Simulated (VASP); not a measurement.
C: single point with r2SCAN

C:

```
CELL_PARAMETERS angstrom
1.78014 -1.78014 0.00000
1.78014 0.00000 -1.78014
8.01064 6.23050 7.12057
ATOMIC_POSITIONS crystal
C 0.53123 0.66667 0.27087
C 0.94790 0.00000 0.10420
C 0.11457 0.33333 0.43753
C 0.28123 0.66667 0.77087
C 0.69790 0.00000 0.60420
C 0.86457 0.33333 0.93753
C 0.46873 0.66667 0.39587
C 0.88540 0.00000 0.22920
C 0.05207 0.33333 0.56253
C 0.21873 0.66667 0.89587
C 0.63540 0.00000 0.72920
C 0.30207 0.33333 0.06253
```

This cell differs from its parent crystal: the part above a cut slid along it.

* Program: VASP 6.6.1
* Task: single point
* Functional: r2SCAN
* Potentials or basis: VASP PAW PBE potentials, release 64 (C)
* Cutoff: 520 eV
* k mesh: 10 × 10 × 2
* Occupations: gaussian, width 0.05 eV
* Spin: no spin polarisation
* Dipole correction: no
* Further INCAR settings: ALGO = Normal; EDIFF = 1e-07; NBANDS = 36; ISYM = 0

- Pressure: 3.9 GPa
- Largest force: 3.442 eV/Å
- Band gap on the k mesh: zero (bands 24 and 25 overlap by 0.23 eV)

Forces in eV/Å, atoms in the order of the input:
```
C   -0.075 -0.074 -0.026
C   -0.261 -0.261  1.093
C   -0.047 -0.047 -0.043
C   -0.158 -0.157 -0.651
C   -0.051 -0.050 -0.073
C   -1.908 -1.909 -2.136
C    0.051  0.050  0.073
C    0.158  0.157  0.651
C    0.047  0.047  0.043
C    0.261  0.261 -1.093
C    0.075  0.074  0.026
C    1.908  1.909  2.136
```

Stress tensor (GPa, compression positive):
```
-4.18  5.59 11.40
 5.59 -4.16 11.43
11.40 11.43 20.13
```

Levels at points of the mesh, in eV from the Fermi level:
| k point | band 22 | band 23 | band 24 | band 25 | band 26 | band 27 |
| --- | --- | --- | --- | --- | --- | --- |
| (0.00, 0.00, 0.00) | -0.83 | -0.67 | 0.20 | 4.90 | 5.61 | 5.81 |
| (0.50, 0.00, 0.00) | -4.48 | -3.77 | -1.91 | 1.01 | 4.65 | 4.88 |
| (0.00, 0.50, 0.00) | -3.90 | -3.85 | -2.61 | 2.96 | 4.70 | 4.93 |
| (0.50, 0.50, 0.00) | -4.02 | -3.78 | -1.83 | 0.95 | 4.68 | 4.82 |
| (0.00, 0.00, 0.50) | -0.76 | -0.76 | -0.52 | 5.33 | 5.37 | 5.71 |
| (0.50, 0.00, 0.50) | -4.02 | -3.78 | -1.83 | 0.95 | 4.68 | 4.82 |
| (0.00, 0.50, 0.50) | -4.18 | -3.50 | -2.91 | 3.08 | 4.56 | 5.02 |
| (0.50, 0.50, 0.50) | -4.48 | -3.77 | -1.91 | 1.01 | 4.65 | 4.88 |

Wall time 7.5 min on 1 thread of Intel(R) Xeon(R) 6975P-C (Granite Rapids), with other jobs on the host, peak memory 0.29 GiB.

Caveat: the cell differs from its parent crystal (the part above a cut slid along it); the stress differs along the axes, from -4 to 20 GPa; the PAW data sets were made with another functional, which shifts forces and pressure a little.
